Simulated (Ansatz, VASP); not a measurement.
Two plane-wave programs on Na3YbGeSe

```
CELL_PARAMETERS angstrom
3.28279 1.89532 4.20641
-3.28279 1.89532 4.20641
0.00000 -3.79064 4.20641
ATOMIC_POSITIONS crystal
Na 0.10671 0.57339 0.10671
Na 0.10671 0.10671 0.57339
Na 0.57339 0.10671 0.10671
Yb 0.71244 0.71244 0.71244
Ge 0.47991 0.47991 0.47991
Se 0.08152 0.08152 0.08152
```

Alike in both runs: functional PBE; k mesh 3 × 3 × 3; occupations gaussian, width 0.15 eV; collinear spin.

Ansatz relaxed the structure, and its values are those at the end. VASP's run is a single point on that final structure, the one shown.

|  | VASP | Ansatz |
| --- | --- | --- |
| version | VASP 6.6.1 | Ansatz 0.2.0 |
| potentials or method | VASP PAW PBE potentials, release 64 (Na_pv, Yb, Ge_d, Se), cutoff 520 eV | scalar-relativistic, plane waves, PAW |
| valence electrons in the cell | 65 | 81 |

|  | VASP | Ansatz | Ansatz less VASP |
| --- | --- | --- | --- |
| gap on the k mesh at the Fermi level (eV) | none | none | - |
| pressure (GPa) | 0.0 | 0.1 | +0.14 |
| rms of the force components (eV/Å) | 0.024 | 0.023 | -0.0011 |
| net moment per atom (μB) | 0.00 | 0.00 | 0.000 |

A gap of «none» marks a metal or a gap that the smearing closes. The functional is the same, so the differences come from potentials, cutoffs and numerics. VASP's potentials hold 65 valence electrons a cell and Ansatz's 81, so a difference there can come from the potentials and not from the codes. Ansatz's warnings: seeded moment not kept.

The k mesh is coarse, so the values compare programs but aren't converged. Neither program's run includes spin-orbit coupling.
